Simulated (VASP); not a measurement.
# La (Im-3m) in VASP: further runs, part 2 of 2

VASP 6.6.1.

### 3 Relaxation of cell and atoms, PBE, target pressure 4.4 GPa, at which the enthalpy is minimised

The input, INCAR:

```
SYSTEM = La
  ALGO = Normal
  EDIFF = 1E-6
  EDIFFG = -0.005
  ENCUT = 600
  GGA = PE
  IBRION = 2
  ISIF = 3
  ISMEAR = -1
  LASPH = .True.
  LCHARG = .False.
  LREAL = .False.
  LWAVE = .False.
  NELM = 100
  NSW = 32
  PREC = Accurate
  PSTRESS = 44.0
  SIGMA = 0.05
```

The input, KPOINTS:

```
k-points
0
Gamma
  13 13 13
  0 0 0
```

The input, POSCAR:

```
La
1.0
   -2.0207644225      2.0207644225      2.0207644225
    2.0207644225     -2.0207644225      2.0207644225
    2.0207644225      2.0207644225     -2.0207644225
La
1
Direct
    0.0000000000      0.0000000000      0.0000000000
```

Potentials or basis: VASP PAW PBE potentials, release 64 (La).

Run with:

```sh
$ cat potpaw_PBE.64/La/POTCAR > POTCAR
$ mpirun -np 1 vasp_std > vasp.out
```

OUTCAR:

```text
SYSTEM = La
   EDIFF = 1E-6
   EDIFFG = -0.005
   ENCUT = 600
   GGA = PE
   IBRION = 2
   ISIF = 3
   ISMEAR = -1
   LASPH = .True.
   LREAL = .False.
   NELM = 100
   NSW = 32
   PREC = Accurate
   PSTRESS = 44.0

 ion  position               nearest neighbor table
   1  0.000  0.000  0.000-

  LATTYP: Found a body centered cubic cell.
 ALAT       =     4.0415288450

  Lattice vectors:

 A1 = (  -2.0207644225,   2.0207644225,   2.0207644225)
 A2 = (   2.0207644225,  -2.0207644225,   2.0207644225)
 A3 = (   2.0207644225,   2.0207644225,  -2.0207644225)

Analysis of symmetry for initial positions (statically):
=====================================================================
 Subroutine PRICEL returns:
 Original cell was already a primitive cell.

 Routine SETGRP: Setting up the symmetry group for a
[... 246 lines left out ...]
  free energy    TOTEN  =        -4.71101307 eV

  energy without entropy =       -4.68768306  energy(sigma->0) =       -4.69934807

 E-fermi :   8.9905     XC(G=0): -10.0455

 val. band max:        8.9741178514   @ k =   0.1538   0.1538   0.1538
 cond. band min:       9.0008340606   @ k =   0.2308   0.0769   0.0769
 fundamental gap:      0.0267162092
 Fermi energy:         8.9904981998

 k-point     1 :       0.0000    0.0000    0.0000
  band No.  band energies     occupation
      1     -23.7347      2.00000
      2      -6.4448      2.00000
      3      -6.4448      2.00000
      4      -6.4448      2.00000
      5       5.9870      2.00000
      6      10.6181      0.00000
      7      10.6181      0.00000
      8      10.6184      0.00000
      9      10.6720      0.00000
[... 265 lines left out ...]
 k-point    24 :       0.2308    0.0769    0.0769
  band No.  band energies     occupation
      1     -23.4999      2.00000
      2      -7.8277      2.00000
      3      -6.8719      2.00000
      4      -6.5731      2.00000
      5       7.8531      2.00000
      6       9.0008      0.89701
      7       9.7462      0.00000
      8      10.8222      0.00000
      9      11.1394      0.00000

 [... further k-points ...]
[... 5 lines left out ...]
  --------------------------------------------------------------------------------------
  -------------------------------------------------------------------------------------
  Total        0.9087560      0.9087560      0.9087560      0.0000000      0.0000000      0.0000000
  in kB       44.0493650     44.0493650     44.0493650      0.0000000      0.0000000      0.0000000
  external PRESSURE =       0.0493650 kB  Pullay stress =      44.0000000 kB
[... 20 lines left out ...]
  energy  without entropy=       -4.6876830624  energy(sigma->0) =       -4.69934807

  enthalpy is  TOTEN    =        -3.8032754980 eV   P V=        0.9077375768

 reached required accuracy - stopping structural energy minimisation
```

Wall time 49 s (1 thread of AMD EPYC 7R43 (Zen 3), shared host); peak memory 0.17 GiB.

What came out:

| Property | Result |
| --- | --- |
| Free energy | -4.7110 eV |
| Relaxed volume | 33.05 Å³/atom |
| Relaxed cell | a = 3.502 Å, b = 3.502 Å, c = 3.502 Å, α = 109.47°, β = 109.47°, γ = 109.47° |
| Space group after relaxing (to 0.05 Å) | Im-3m (No. 229) |
| Energy change on relaxing (the enthalpy is what falls) | -1.3 meV/atom |
| Ionic steps | 3 |
| Pressure after relaxing | 4.4 GPa |

The path:
| step | energy change (eV) | largest force (eV/Å) | pressure (GPa) | volume (Å³) |
| --- | --- | --- | --- | --- |
| 1 | 0.0000 | 0.0000 | 4.49 | 33.01 |
| 2 | -0.0024 | 0.0000 | 4.36 | 33.10 |
| 3 | -0.0013 | 0.0000 | 4.40 | 33.05 |

Final structure:
```cif
data_structure
_symmetry_space_group_name_H-M 'P 1'
_symmetry_Int_Tables_number 1
_cell_length_a 3.5017
_cell_length_b 3.5017
_cell_length_c 3.5017
_cell_angle_alpha 109.471
_cell_angle_beta 109.471
_cell_angle_gamma 109.471
_cell_volume 33.05
loop_
_atom_site_label
_atom_site_type_symbol
_atom_site_fract_x
_atom_site_fract_y
_atom_site_fract_z
_atom_site_occupancy
La1 La 0.00000 0.00000 0.00000 1
```

Caveat: the cell is relaxed towards a set pressure, so the enthalpy falls and the energy may rise; spin-orbit coupling is left out, which moves the levels of the heavy elements.

### 4 Single point, PBE

The input, INCAR:

```
ALGO = Normal ; EDIFF = 1E-6
ENCUT = 520 ; GGA = PE
ISIF = 2 ; ISMEAR = -1
LASPH = True ; LCHARG = False
LREAL = False ; LWAVE = False
NBANDS = 12 ; NELM = 100
PREC = Accurate ; SIGMA = 0.05
```

The input, KPOINTS:

```
k-points
0
Gamma
  13 13 13
```

The input, POSCAR:

```
La
1.0
   -2.0207644208      2.0207644208      2.0207644208
    2.0207644208     -2.0207644208      2.0207644208
    2.0207644208      2.0207644208     -2.0207644208
La
1
Direct
    0.0000000000      0.0000000000      0.0000000000
```

Run with:

```sh
$ cat potpaw_PBE.64/La/POTCAR > POTCAR
$ mpirun -np 1 vasp_std > vasp.out
```

Run time: 26 s. Hardware: 1 thread of AMD EPYC 9R45 (Zen 5), shared host; peak memory 0.16 GiB.

Results (log left out):

* Free energy: -4.7090 eV
* Pressure: 4.5 GPa

Levels at points of the mesh, in eV from the Fermi level:
| k point | band 2 | band 3 | band 4 | band 5 | band 6 | band 7 | band 8 | band 9 |
| --- | --- | --- | --- | --- | --- | --- | --- | --- |
| (0.00, 0.00, 0.00) | -15.43 | -15.43 | -15.43 | -3.00 | 1.63 | 1.63 | 1.63 | 1.68 |

Caveat: spin-orbit coupling is left out, which moves the levels of the heavy elements.

### 5 Single point, PBE

The input, INCAR:

```
SYSTEM = La
PREC     = Accurate       ! precision mode
ENCUT    = 520            ! plane-wave cutoff, eV
EDIFF    = 1E-6           ! SCF threshold, eV
ISMEAR   = -1             ! smearing method
SIGMA    = 0.05           ! smearing width, eV
LREAL    = .False.        ! projectors in reciprocal space
LASPH    = .True.         ! aspherical terms in the spheres
NELM     = 100            ! most SCF steps
ALGO     = Normal         ! electronic algorithm
ISIF     = 2              ! what is computed and relaxed
LWAVE    = .False.        ! write WAVECAR
LCHARG   = .True.         ! write CHGCAR
GGA      = PE             ! functional
LELF     = .True.         ! ELF
LVHAR    = .True.       
NBANDS   = 12             ! bands
```

The input, KPOINTS:

```
Automatic mesh
0
Gamma
  13 13 13
  0 0 0
```

The input, POSCAR:

```
La
1.0
   -2.0213658735      2.0213658735      2.0213658735
    2.0213658735     -2.0213658735      2.0213658735
    2.0213658735      2.0213658735     -2.0213658735
La
1
Direct
    0.0000000000      0.0000000000      0.0000000000
```

Run with:

```sh
$ cat potpaw_PBE.64/La/POTCAR > POTCAR
$ mpirun -np 1 vasp_std > vasp.out
```

Run time: 26 s. Hardware: 1 thread of AMD EPYC 9R45 (Zen 5), shared host; peak memory 0.16 GiB.

Results (log left out):

```
Free energy : -4.7098 eV
Pressure    : 4.4 GPa
```

Levels at points of the mesh, in eV from the Fermi level:
```
           k point  band 2  band 3  band 4  band 5  band 6  band 7  band 8  band 9
(0.00, 0.00, 0.00)  -15.43  -15.43  -15.43   -3.00    1.63    1.63    1.63    1.68
```

Caveat: spin-orbit coupling is left out, which moves the levels of the heavy elements.
